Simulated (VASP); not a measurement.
A run of VASP 6.6.1 is set up as follows.

INCAR

```
PREC = Accurate ; ENCUT = 520
EDIFF = 1E-6 ; ISMEAR = 0
SIGMA = 0.1 ; LREAL = F
LASPH = T ; NELM = 80
ALGO = Normal ; ISIF = 2
LWAVE = F ; LCHARG = F
GGA = PE ; NBANDS = 37
```

KPOINTS

```
regular mesh
0
Gamma
  4 4 2
```

File POSCAR:

```
ZrIn2Se3
1.0
    3.5186160460      0.0000000000      0.0000000000
    0.0000000000      3.5186160460      0.0000000000
    0.0000000000      0.0000000000     11.3832723651
Zr In Se
1 2 3
Direct
    0.5000000000      0.5000000000      0.5000000000
    0.5000000000      0.5000000000      0.8361208369
    0.5000000000      0.5000000000      0.1638791631
    0.0000000000      0.0000000000      0.0000000000
    0.0000000000      0.0000000000      0.6337623764
    0.0000000000      0.0000000000      0.3662376236
```

Potentials or basis: VASP PAW PBE potentials, release 64 (Zr_sv, In_d, Se).

Command:

```console
$ cat potpaw_PBE.64/Zr_sv/POTCAR potpaw_PBE.64/In_d/POTCAR potpaw_PBE.64/Se/POTCAR > POTCAR
$ mpirun -np 1 vasp_std > vasp.out
```

Q: Predict the largest force.

A: 0.004 eV/Å.

Q: Predict the band gap on the k mesh.

A: Zero (bands 28 and 29 overlap by 0.94 eV).

Q: Estimate the pressure.

A: 0.0 GPa.

Forces on the atoms (eV/Å):
```
Zr   0.000  0.000  0.000
In   0.000  0.000 -0.004
In   0.000  0.000  0.004
Se   0.000  0.000  0.000
Se   0.000  0.000  0.001
Se   0.000  0.000 -0.001
```

Caveat: the k points lie up to 0.45 Å⁻¹ apart, too coarse for converged energies and pressures of a metal; spin-orbit coupling is left out, which moves the levels of the heavy elements.
